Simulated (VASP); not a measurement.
# C (Pm-3m) in VASP: notebook, part 2 of 2

VASP 6.6.1. Earlier steps stand in the parts before.

### Step 3. Single point, LDA (volume scaled by 0.88)

INCAR

```
SYSTEM = C
PREC = Accurate
ENCUT = 520
EDIFF = 1E-6
ISMEAR = -1
SIGMA = 0.1
LREAL = .False.
LASPH = .True.
NELM = 100
ALGO = Normal
ISIF = 2
LWAVE = .False.
LCHARG = .False.
GGA = CA
NBANDS = 8
```

KPOINTS

```
regular mesh
0
Gamma
  20 20 20
  0 0 0
```

POSCAR

```
C
1.0
    1.6715560569      0.0000000000      0.0000000000
    0.0000000000      1.6715560569      0.0000000000
    0.0000000000      0.0000000000      1.6715560569
C
1
Direct
    0.0000000000      0.0000000000      0.0000000000
```

Potentials or basis: VASP PAW LDA potentials, release 64 (C).

On the command line:

```bash
> cat potpaw_LDA.64/C/POTCAR > POTCAR
> mpirun -np 1 vasp_std > vasp.out
```

Wall time 6.2 s (1 thread of Intel Xeon 8259CL, shared host); peak memory 0.1 GiB.

Results (log left out):

```yaml
Free_energy: -7.3769 eV
Pressure: 62.3 GPa
Band_gap_on_the_k_mesh: zero (band 2 reaches 24.62 eV, above the bottom of band 3 at 12.50 eV)
```

Levels at points of the mesh, in eV from the Fermi level:
| k point | band 1 | band 2 | band 3 | band 4 | band 5 |
| --- | --- | --- | --- | --- | --- |
| (0.00, 0.00, 0.00) | -25.05 | 10.45 | 10.45 | 10.45 | 27.27 |
| (0.50, 0.00, 0.00) | -14.82 | -13.74 | 14.49 | 14.49 | 32.44 |
| (0.50, 0.50, 0.00) | -7.54 | -7.54 | -1.67 | 7.30 | 17.75 |
| (0.50, 0.50, 0.50) | -1.51 | -1.51 | -1.51 | 12.73 | 17.96 |

### Step 4. Single point, LDA (volume scaled by 0.92)

Edit INCAR of step 3 so:

```diff
@@ -13,3 +13,2 @@
 LCHARG = .False.
-GGA = CA
 NBANDS = 8
```

KPOINTS is that of step 3.

POSCAR

```
C
1.0
    1.6965083335      0.0000000000      0.0000000000
    0.0000000000      1.6965083335      0.0000000000
    0.0000000000      0.0000000000      1.6965083335
C
1
Direct
    0.0000000000      0.0000000000      0.0000000000
```

On the command line:

```bash
> cat potpaw_LDA.64/C/POTCAR > POTCAR
> mpirun -np 1 vasp_std > vasp.out
```

Wall time 7.6 s (1 thread of Intel Xeon 8259CL, shared host); peak memory 0.11 GiB.

The run converged. Its results:

| Property | Result |
| --- | --- |
| Free energy | -7.4433 eV |
| Pressure | 38.4 GPa |
| Band gap on the k mesh | zero (band 2 reaches 23.44 eV, above the bottom of band 3 at 11.41 eV) |

Levels at points of the mesh, in eV from the Fermi level:
| k point | band 1 | band 2 | band 3 | band 4 | band 5 | band 6 | band 7 |
| --- | --- | --- | --- | --- | --- | --- | --- |
| (0.00, 0.00, 0.00) | -24.23 | 10.14 | 10.14 | 10.14 | 26.86 | 26.86 | 34.33 |
| (0.50, 0.00, 0.00) | -14.12 | -13.39 | 13.97 | 13.97 | 31.65 | 35.58 | 42.07 |
| (0.50, 0.50, 0.00) | -7.13 | -7.13 | -1.88 | 7.53 | 17.06 | 44.80 | 44.80 |
| (0.50, 0.50, 0.50) | -1.36 | -1.36 | -1.36 | 11.68 | 17.85 | 17.85 | 17.85 |

### Step 5. Single point, LDA (volume scaled by 0.96)

INCAR

```
SYSTEM = C
ALGO = Normal ; EDIFF = 1E-7
ENCUT = 520 ; ISIF = 2
ISMEAR = -1 ; LASPH = .TRUE.
LCHARG = .FALSE. ; LREAL = .FALSE.
LWAVE = .FALSE. ; NBANDS = 8
NELM = 100 ; PREC = Accurate
SIGMA = 0.1
```

KPOINTS

```
k-points
0
G
  20 20 20
  0 0 0
```

POSCAR

```
C
1.0
    1.7207474417      0.0000000000      0.0000000000
    0.0000000000      1.7207474417      0.0000000000
    0.0000000000      0.0000000000      1.7207474417
C
1
Direct
    0.0000000000      0.0000000000      0.0000000000
```

Potentials or basis: VASP PAW LDA potentials, release 64 (C).

On the command line:

```bash
> cat potpaw_LDA.64/C/POTCAR > POTCAR
> mpirun -np 1 vasp_std > vasp.out
```

OUTCAR:

```text
SYSTEM = C
   EDIFF = 1E-7
   ENCUT = 520
   ISIF = 2
   ISMEAR = -1
   LASPH = .TRUE.
   LREAL = .FALSE.
   NELM = 100
   PREC = Accurate

 ion  position               nearest neighbor table
   1  0.000  0.000  0.000-

  LATTYP: Found a simple cubic cell.
 ALAT       =     1.7207474417

  Lattice vectors:

 A1 = (   1.7207474417,   0.0000000000,   0.0000000000)
 A2 = (   0.0000000000,   1.7207474417,   0.0000000000)
 A3 = (   0.0000000000,   0.0000000000,   1.7207474417)

Analysis of symmetry for initial positions (statically):
=====================================================================
 Subroutine PRICEL returns:
 Original cell was already a primitive cell.

 Routine SETGRP: Setting up the symmetry group for a
 simple cubic supercell.

 Subroutine GETGRP returns: Found 48 space group operations
 (whereof 48 operations were pure point group operations)
 out of a pool of 48 trial point group operations.

The static configuration has the point symmetry O_h .

Analysis of symmetry for dynamics (positions and initial velocities):
=====================================================================
 Subroutine PRICEL returns:
[... 154 lines left out ...]

 E-fermi :  12.4679     XC(G=0): -14.3897

 val. band max:       12.4678368902   @ k =   0.5000   0.4000   0.1000
 cond. band min:      12.4993714137   @ k =   0.4000   0.4000   0.3000
 fundamental gap:      0.0315345235
 Fermi energy:        12.4678964450

 k-point     1 :       0.0000    0.0000    0.0000
  band No.  band energies     occupation
      1     -10.9814      2.00000
      2      22.3273      0.00000
      3      22.3273      0.00000
      4      22.3273      0.00000
      5      38.9510      0.00000
      6      38.9510      0.00000
      7      45.7289      0.00000
      8      71.4111      0.00000
[... 243 lines left out ...]
 k-point    24 :       0.2000    0.1000    0.0000
  band No.  band energies     occupation
      1      -8.9228      2.00000
      2      14.3257      0.00000
      3      21.1336      0.00000
      4      23.6820      0.00000
      5      42.8902      0.00000
      6      44.1759      0.00000
      7      49.1935      0.00000
      8      61.6857      0.00000

 [... further k-points ...]
[... 5 lines left out ...]
  --------------------------------------------------------------------------------------
  -------------------------------------------------------------------------------------
  Total        0.6157234      0.6157234      0.6157234      0.0000000      0.0000000     -0.0000000
  in kB      193.6175905    193.6175905    193.6175905      0.0000000      0.0000000     -0.0000000
  external PRESSURE =     193.6175905 kB  Pullay stress =       0.0000000 kB

 VOLUME and BASIS-vectors are now :
 -----------------------------------------------------------------------------
  energy-cutoff  :      520.00
  volume of cell :        5.10
      direct lattice vectors                 reciprocal lattice vectors
     1.720747442  0.000000000  0.000000000     0.581142808  0.000000000  0.000000000
     0.000000000  1.720747442  0.000000000     0.000000000  0.581142808  0.000000000
     0.000000000  0.000000000  1.720747442     0.000000000  0.000000000  0.581142808

 POSITION                                       TOTAL-FORCE (eV/Angst)
 -----------------------------------------------------------------------------------
      0.00000      0.00000      0.00000         0.000000      0.000000      0.000000
 -----------------------------------------------------------------------------------
    total drift:                               -0.000000     -0.000000     -0.000000

  FREE ENERGIE OF THE ION-ELECTRON SYSTEM (eV)
  ---------------------------------------------------
  free  energy   TOTEN  =        -7.4814087689 eV

  energy  without entropy=       -7.4694379581  energy(sigma->0) =       -7.47542336
```

It took 7.3 s on 1 thread of Intel Xeon 8259CL, shared host; peak memory 0.11 GiB.

What came out:

```
Free energy            : -7.4814 eV
Pressure               : 19.4 GPa
Band gap on the k mesh : zero (band 2 reaches 22.33 eV, above the bottom of band 3 at 10.40 eV)
```

### Step 6. Single point, LDA

INCAR

```
PREC     = Accurate       # precision mode
ENCUT    = 520            # plane-wave cutoff, eV
EDIFF    = 1E-6           # SCF threshold, eV
ISMEAR   = -1             # smearing method
SIGMA    = 0.1            # smearing width, eV
LREAL    = False          # projectors in reciprocal space
LASPH    = True           # aspherical terms in the spheres
NELM     = 100            # most SCF steps
ALGO     = Normal         # electronic algorithm
ISIF     = 2              # what is computed and relaxed
LWAVE    = False          # write WAVECAR
LCHARG   = True           # write CHGCAR
GGA      = CA             # functional
LELF     = True           # ELF
LVHAR    = True         
NBANDS   = 8              # bands
```

KPOINTS

```
regular mesh
0
Gamma
  20 20 20
```

POSCAR

```
C
1.0
    1.7443222539      0.0000000000      0.0000000000
    0.0000000000      1.7443222539      0.0000000000
    0.0000000000      0.0000000000      1.7443222539
C
1
Direct
    0.0000000000      0.0000000000      0.0000000000
```

Potentials or basis: VASP PAW LDA potentials, release 64 (C).

On the command line:

```bash
> cat potpaw_LDA.64/C/POTCAR > POTCAR
> mpirun -np 1 vasp_std > vasp.out
```

It took 7 s on 1 thread of Intel Xeon 8259CL, shared host; peak memory 0.11 GiB.

Results (log left out):

| Property | Result |
| --- | --- |
| Free energy | -7.4967 eV |
| Pressure | 3.7 GPa |
| Band gap on the k mesh | zero (band 2 reaches 21.30 eV, above the bottom of band 3 at 9.47 eV) |

Levels at points of the mesh, in eV from the Fermi level:
```
           k point  band 1  band 2  band 3  band 4  band 5  band 6
(0.00, 0.00, 0.00)  -22.73    9.59    9.59    9.59   26.13   26.13
(0.50, 0.00, 0.00)  -12.84  -12.75   13.06   13.06   30.22   34.31
(0.50, 0.50, 0.00)   -6.38   -6.38   -2.24    7.94   15.86   42.68
(0.50, 0.50, 0.50)   -1.08   -1.08   -1.08    9.88   17.67   17.67
```

### Step 7. Overview

| cell | k mesh | gap on the mesh (eV) | pressure (GPa) |
| --- | --- | --- | --- |
| a = 1.744 Å, 1 atom | 16 × 16 × 16 | none | 1.0 |
| a = 1.672 Å, 1 atom | 20 × 20 × 20 | none | 62.3 |
| a = 1.697 Å, 1 atom | 20 × 20 × 20 | none | 38.4 |
| a = 1.721 Å, 1 atom | 20 × 20 × 20 | none | 19.4 |
| a = 1.744 Å, 1 atom | 20 × 20 × 20 | none | 3.7 |

Alike in all rows: task single point; level LDA; potentials or basis VASP PAW LDA potentials, release 64 (C); no spin polarisation; cutoff (eV) 520; smearing fermi-dirac 0.1 eV.

Absolute energies hang on the potentials; compare differences alone.
